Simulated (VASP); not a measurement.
# Ga2O3 (R-3c) in VASP: a series of runs

The runs below take Ga2O3 through single point, with r2SCAN.

All numbers are computed with VASP 6.6.1; they aren't measurements. Logs are shortened: lines on timing, memory, paths and dates and some standing lists are left out, and cuts for length are marked.

### Step 1. The cell of the first run

The structure is trigonal, space group R-3c (No. 167). Conventional cell: a = 4.735 Å, b = 4.735 Å, c = 14.114 Å, α = 90.00°, β = 90.00°, γ = 120.00°. Within 2.5 Å of Ga (site symmetry 3) lie 6 O at 1.87 to 2.07 Å. Within 2.5 Å of O (site symmetry 2) lie 4 Ga at 1.87 to 2.07 Å and 2 O at 2.49 Å.

### Step 2. Single point, r2SCAN (strain -0.050 along x and y, +0.050 along z)

POSCAR reads:

```
Ga2O3
1.0
    2.3676872358      1.3669848630      4.7046999466
   -2.3676872358      1.3669848630      4.7046999466
    0.0000000000     -2.7339697259      4.7046999466
Ga O
4 6
Direct
    0.3554023483      0.3554023483      0.3554023483
    0.1445976517      0.1445976517      0.1445976517
    0.6445976517      0.6445976517      0.6445976517
    0.8554023483      0.8554023483      0.8554023483
    0.5536262452      0.9463737548      0.2500000000
    0.2500000000      0.5536262452      0.9463737548
    0.9463737548      0.2500000000      0.5536262452
    0.4463737548      0.0536262452      0.7500000000
    0.7500000000      0.4463737548      0.0536262452
    0.0536262452      0.7500000000      0.4463737548
```

INCAR.step1 reads:

```
ALGO = Normal
EDIFF = 1E-4
ENCUT = 520
GGA = PE
ISMEAR = 0
LASPH = T
LCHARG = F
LREAL = F
LWAVE = T
NBANDS = 55
NELM = 100
PREC = Accurate
SIGMA = 0.05
```

INCAR.step2 reads:

```
ALGO = Normal
EDIFF = 1E-6
ENCUT = 520
ISIF = 2
ISMEAR = 0
ISTART = 1
LASPH = T
LCHARG = F
LMIXTAU = T
LREAL = F
LWAVE = F
METAGGA = R2SCAN
NBANDS = 55
NELM = 100
PREC = Accurate
SIGMA = 0.05
```

KPOINTS reads:

```
k-points
0
Gamma
  6 6 6
```

Potentials or basis: VASP PAW PBE potentials, release 64 (Ga_d, O).

On the command line:

```console
cat potpaw_PBE.64/Ga_d/POTCAR potpaw_PBE.64/O/POTCAR > POTCAR
cp INCAR.step1 INCAR
mpirun -np 1 vasp_std > vasp.out
cp INCAR.step2 INCAR
mpirun -np 1 vasp_std > vasp.out
```

OUTCAR:

```text
EDIFF = 1E-6
   ENCUT = 520
   ISIF = 2
   ISMEAR = 0
   ISTART = 1
   LASPH = T
   LREAL = F
   METAGGA = R2SCAN
   NELM = 100
   PREC = Accurate

 ion  position               nearest neighbor table
   1  0.355  0.355  0.355-  10 1.87   8 1.87   9 1.87   5 2.07   6 2.07   7 2.07   3 2.80   3 2.80
                             3 2.80
   2  0.145  0.145  0.145-   9 1.87   8 1.87  10 1.87   5 2.07   7 2.07   6 2.07   4 2.80   4 2.80
                             4 2.80
   3  0.645  0.645  0.645-   7 1.87   5 1.87   6 1.87   8 2.07   9 2.07  10 2.07   1 2.80   1 2.80
                             1 2.80
   4  0.855  0.855  0.855-   6 1.87   5 1.87   7 1.87   8 2.07  10 2.07   9 2.07   2 2.80   2 2.80
                             2 2.80
   5  0.554  0.946  0.250-   3 1.87   4 1.87   1 2.07   2 2.07
   6  0.250  0.554  0.946-   4 1.87   3 1.87   1 2.07   2 2.07
   7  0.946  0.250  0.554-   3 1.87   4 1.87   2 2.07   1 2.07
   8  0.446  0.054  0.750-   1 1.87   2 1.87   3 2.07   4 2.07
   9  0.750  0.446  0.054-   2 1.87   1 1.87   3 2.07   4 2.07
  10  0.054  0.750  0.446-   1 1.87   2 1.87   4 2.07   3 2.07

  LATTYP: Found a trigonal (rhomboedric) cell.
 ALAT       =     5.4413961489
 COS(alpha) =     0.6213325530

  Lattice vectors:

 A1 = (   2.3676872358,   1.3669848630,   4.7046999466)
 A2 = (  -2.3676872358,   1.3669848630,   4.7046999466)
 A3 = (   0.0000000000,  -2.7339697259,   4.7046999466)

Analysis of symmetry for initial positions (statically):
=====================================================================
 Subroutine PRICEL returns:
 Original cell was already a primitive cell.

 Routine SETGRP: Setting up the symmetry group for a
 trigonal (rhombohedral) supercell.

 Subroutine GETGRP returns: Found 12 space group operations
 (whereof  6 operations were pure point group operations)
 out of a pool of 12 trial point group operations.

The static configuration has the point symmetry S_6 .
 The point group associated with its full space group is D_3d.

Analysis of symmetry for dynamics (positions and initial velocities):
=====================================================================
 Subroutine PRICEL returns:
 Original cell was already a primitive cell.

 Routine SETGRP: Setting up the symmetry group for a
 trigonal (rhombohedral) supercell.

 Subroutine GETGRP returns: Found 12 space group operations
 (whereof  6 operations were pure point group operations)
 out of a pool of 12 trial point group operations.

The dynamic configuration has the point symmetry S_6 .
 The point group associated with its full space group is D_3d.

 Subroutine INISYM returns: Found 12 space group operations
 (whereof  6 operations are pure point group operations),
 and found     1 'primitive' translations

----------------------------------------------------------------------------------------

                                     Primitive cell

  volume of cell :      91.3632

  direct lattice vectors                    reciprocal lattice vectors
     2.367687236  1.366984863  4.704699947     0.211176541  0.121922833  0.070851135
    -2.367687236  1.366984863  4.704699947    -0.211176541  0.121922833  0.070851135
     0.000000000 -2.733969726  4.704699947     0.000000000 -0.243845665  0.070851135

  length of vectors
     5.441396149  5.441396149  5.441396149     0.253930289  0.253930289  0.253930289

  position of ions in fractional coordinates (direct lattice)
     0.355402348  0.355402348  0.355402348
     0.144597652  0.144597652  0.144597652
     0.644597652  0.644597652  0.644597652
     0.855402348  0.855402348  0.855402348
     0.553626245  0.946373755  0.250000000
     0.250000000  0.553626245  0.946373755
     0.946373755  0.250000000  0.553626245
     0.446373755  0.053626245  0.750000000
     0.750000000  0.446373755  0.053626245
     0.053626245  0.750000000  0.446373755

  ion indices of the primitive-cell ions
   primitive index   ion index
                 1           1
                 2           2
                 3           3
                 4           4
                 5           5
                 6           6
                 7           7
                 8           8
                 9           9
                10          10

----------------------------------------------------------------------------------------

 KPOINTS: k-points

Automatic generation of k-mesh.
 Grid dimensions read from file:
 generate k-points for:    6    6    6

 Generating k-lattice:

  Cartesian coordinates                     Fractional coordinates (reciprocal lattice)
     0.035196090  0.020320472  0.011808523     0.166666667 -0.000000000 -0.000000000
    -0.035196090  0.020320472  0.011808523    -0.000000000  0.166666667 -0.000000000
     0.000000000 -0.040640944  0.011808523    -0.000000000 -0.000000000  0.166666667

  Length of vectors
     0.042321715  0.042321715  0.042321715

  Shift w.r.t. Gamma in fractional coordinates (k-lattice)
     0.000000000  0.000000000  0.000000000

 Subroutine IBZKPT returns following result:
 ===========================================

 Found     32 irreducible k-points:

 Following reciprocal coordinates:
            Coordinates               Weight
  0.000000  0.000000  0.000000      1.000000
  0.166667  0.000000 -0.000000      6.000000
  0.333333  0.000000 -0.000000      6.000000
  0.500000  0.000000 -0.000000      3.000000
  0.166667  0.166667 -0.000000      6.000000
  0.333333  0.166667  0.000000     12.000000
[... 16 lines left out ...]
  0.500000  0.500000  0.166667      6.000000
 -0.333333  0.500000  0.166667     12.000000
 [... further k-points ...]
   k-points           NKPTS =     32   k-points in BZ     NKDIM =     32   number of bands    NBANDS=     55
   number of dos      NEDOS =    301   number of ions     NIONS =     10
   total plane-waves  NPLWV =  64000
   dimension x,y,z NGX =    40 NGY =   40 NGZ =   40
   dimension x,y,z NGXF=    80 NGYF=   80 NGZF=   80
   ions per type =               4   6
   NGX,Y,Z   is equivalent  to a cutoff of  12.22, 12.22, 12.22 a.u.
   NGXF,Y,Z  is equivalent  to a cutoff of  24.44, 24.44, 24.44 a.u.
 SYSTEM =  unknown system
   PREC   = accura    normal or accurate (medium, high low for compatibility)
   ISTART =      1    job   : 0-new  1-cont  2-samecut
   ICHARG =      0    charge: 1-file 2-atom 10-const
   ISPIN  =      1    spin polarized calculation?
   LNONCOLLINEAR =      F non collinear calculations
   LSORBIT =      F    spin-orbit coupling
   LASPH  =      T    aspherical Exc in radial PAW
   ENCUT  =  520.0 eV  38.22 Ry    6.18 a.u.  10.12 10.12 10.12*2*pi/ulx,y,z
   NELM   =    100;   NELMIN=  2; NELMDL=  0     # of ELM steps
   EDIFF  = 0.1E-05   stopping-criterion for ELM
   LREAL  =      F    real-space projection
   EDIFFG = 0.1E-04   stopping-criterion for IOM
   NSW    =      0    number of steps for IOM
   IBRION =     -1    ionic relax: 0-MD 1-quasi-New 2-CG
   NFREE  =      0    steps in history (QN), initial steepest desc. (CG)
   ISIF   =      2    stress and relaxation
   ISYM   =      2    0-nonsym 1-usesym 2-fastsym
   POTIM  = 0.5000    time-step for ionic-motion
   TEBEG  =    0.0;   TEEND  =   0.0 temperature during run
   PSTRESS=    0.0 pullay stress
   NELECT =      88.0000    total number of electrons
   NUPDOWN=      -1.0000    fix difference up-down
   EMIN   =  10.00;   EMAX   =-10.00  energy-range for DOS
   EFERMI =   0.00;   METHOD = LEGACY
   ISMEAR =     0;   SIGMA  =   0.05  broadening in eV -4-tet -1-fermi 0-gaus
   EFERMI_NEDOS =   21; number of points for ismear=-14 and -15
   IALGO  =     38    algorithm
   IMIX   =      4    mixing-type and parameters
     AMIX     =   0.40;   BMIX     =  1.00
     AMIX_MAG =   1.60;   BMIX_MAG =  1.00
  volume/ion in A,a.u.               =       9.14        61.65
  Fermi-wavevector in a.u.,A,eV,Ry     =   1.616759  3.055232 35.564405  2.613910
  Thomas-Fermi vector in A             =   2.711294
   LORBIT       =      0    0 simple, 1 ext, 2 COOP (PROOUT), +10 PAW based schemes
   METAGGA = R2SCAN    functional components
   LHFCALC =     F    Hartree Fock is set to
   AEXX    =    0.0000 exact exchange contribution
   IVDW    =     0    specifies the selected vdW correction
   LEPSILON=     F    determine dielectric tensor
   LRPA    =     F    only Hartree local field effects (RPA)
 non-spin polarized calculation
 Gauss-broadening in eV      SIGMA  =   0.05
  energy-cutoff  :      520.00
  volume of cell :       91.36
 maximum number of plane-waves:      2484
   NGX = 21   NGY = 21   NGZ = 21

 number of electron      88.0000025 magnetization

 Free energy of the ion-electron system (eV)
  ---------------------------------------------------
  ext. energy  EPLUGINS =         0.00000000
  ---------------------------------------------------
  free energy    TOTEN  =      -101.31879898 eV

  energy without entropy =     -101.31879898  energy(sigma->0) =     -101.31879898

 E-fermi :   5.1981     XC(G=0): -13.4917

 val. band max:        4.8804442096   @ k =  -0.1667   0.1667   0.0000
 cond. band min:       8.7462251257   @ k =   0.0000   0.0000   0.0000
 fundamental gap:      3.8657809161
 Fermi energy:         5.1981499377

 k-point     1 :       0.0000    0.0000    0.0000
  band No.  band energies     occupation
      1     -15.6740      2.00000
      2     -13.8454      2.00000
      3     -13.4538      2.00000
      4     -13.4538      2.00000
      5     -13.3558      2.00000
      6     -13.3558      2.00000
[... 47 lines left out ...]
     54      17.1170      0.00000
     55      18.2305      0.00000

 k-point     2 :       0.1667    0.0000   -0.0000
  band No.  band energies     occupation
      1     -15.5323      2.00000
      2     -13.8518      2.00000
      3     -13.5037      2.00000
      4     -13.4727      2.00000
      5     -13.4479      2.00000
      6     -13.3880      2.00000
[... 1268 lines left out ...]
 k-point    24 :      -0.3333    0.5000    0.1667
  band No.  band energies     occupation
      1     -14.5662      2.00000
      2     -14.2661      2.00000
      3     -13.8697      2.00000
      4     -13.7328      2.00000
      5     -13.5227      2.00000
      6     -13.4619      2.00000
[... 47 lines left out ...]
     54      18.4003      0.00000
     55      18.4934      0.00000

 [... further k-points ...]

------------------------ aborting loop because EDIFF is reached ----------------------------------------

  FORCE on cell =-STRESS in cart. coord.  units (eV):
  Direction    XX          YY          ZZ          XY          YZ          ZX
  --------------------------------------------------------------------------------------
  -------------------------------------------------------------------------------------
  Total       17.8862031     17.8862031     -2.5346118      0.0000000     -0.0000000      0.0000000
  in kB      313.6588327    313.6588327    -44.4478556      0.0000000     -0.0000000      0.0000000
  external PRESSURE =     194.2899366 kB  Pullay stress =       0.0000000 kB

 VOLUME and BASIS-vectors are now :
 -----------------------------------------------------------------------------
  energy-cutoff  :      520.00
  volume of cell :       91.36
      direct lattice vectors                 reciprocal lattice vectors
     2.367687236  1.366984863  4.704699947     0.211176541  0.121922833  0.070851135
    -2.367687236  1.366984863  4.704699947    -0.211176541  0.121922833  0.070851135
     0.000000000 -2.733969726  4.704699947     0.000000000 -0.243845665  0.070851135

 POSITION                                       TOTAL-FORCE (eV/Angst)
 -----------------------------------------------------------------------------------
      0.00000      0.00000      5.01618        -0.000000     -0.000000     -0.804372
      0.00000      0.00000      2.04087        -0.000000      0.000000      0.804372
      0.00000      0.00000      9.09792        -0.000000      0.000000      0.804372
      0.00000      0.00000     12.07323        -0.000000     -0.000000     -0.804372
     -0.92990      1.36698      8.23322        -0.087646     -0.000000      0.000000
     -0.71889     -1.48881      8.23322         0.043823     -0.075904      0.000000
      1.64880      0.12183      8.23322         0.043823      0.075904      0.000000
      0.92990     -1.36698      5.88087         0.087646      0.000000      0.000000
      0.71889      1.48881      5.88087        -0.043823      0.075904      0.000000
     -1.64880     -0.12183      5.88087        -0.043823     -0.075904      0.000000
 -----------------------------------------------------------------------------------
    total drift:                               -0.000000     -0.000000      0.000000

  FREE ENERGIE OF THE ION-ELECTRON SYSTEM (eV)
  ---------------------------------------------------
  free  energy   TOTEN  =      -101.3187989796 eV

  energy  without entropy=     -101.3187989796  energy(sigma->0) =     -101.31879898
```

It took 26 min on 1 thread of Intel Xeon 8259CL, shared host; peak memory 0.29 GiB.

What came out:

```
Free energy            : -101.3188 eV
Pressure               : 19.4 GPa
Largest force          : 0.804 eV/Å
Band gap on the k mesh : 3.87 eV (least direct gap 3.93 eV)
```

Forces on the atoms (eV/Å):
```
Ga   0.000  0.000 -0.804
Ga   0.000  0.000  0.804
Ga   0.000  0.000  0.804
Ga   0.000  0.000 -0.804
O   -0.088  0.000  0.000
O    0.044 -0.076  0.000
O    0.044  0.076  0.000
O    0.088  0.000  0.000
O   -0.044  0.076  0.000
O   -0.044 -0.076  0.000
```

Stress tensor (GPa, compression positive):
```
31.37  0.00  0.00
 0.00 31.37  0.00
 0.00  0.00 -4.44
```

Levels at points of the mesh, in eV from the valence-band top:
| k point | band 40 | band 41 | band 42 | band 43 | band 44 | band 45 | band 46 | band 47 | band 48 | band 49 |
| --- | --- | --- | --- | --- | --- | --- | --- | --- | --- | --- |
| (0.00, 0.00, 0.00) | -1.00 | -0.19 | -0.19 | -0.06 | -0.06 | 3.87 | 7.57 | 8.56 | 10.31 | 10.31 |
| (0.50, 0.00, 0.00) | -1.34 | -1.14 | -1.14 | -0.41 | -0.41 | 7.23 | 7.23 | 7.97 | 7.97 | 11.06 |
| (0.50, 0.50, 0.00) | -1.06 | -1.04 | -0.93 | -0.53 | -0.30 | 7.55 | 7.76 | 9.04 | 9.12 | 9.72 |
| (0.50, 0.50, 0.50) | -1.87 | -0.13 | -0.13 | -0.13 | -0.13 | 7.15 | 7.15 | 8.75 | 8.75 | 11.26 |

Caveat: the cell differs from its parent crystal (strain -0.050 along x and y, +0.050 along z); the stress differs along the axes, from -4 to 31 GPa; the PAW data sets were made with another functional, which shifts forces and pressure a little. A k mesh can miss the band edges.

(Continued in part 2 of 3.)
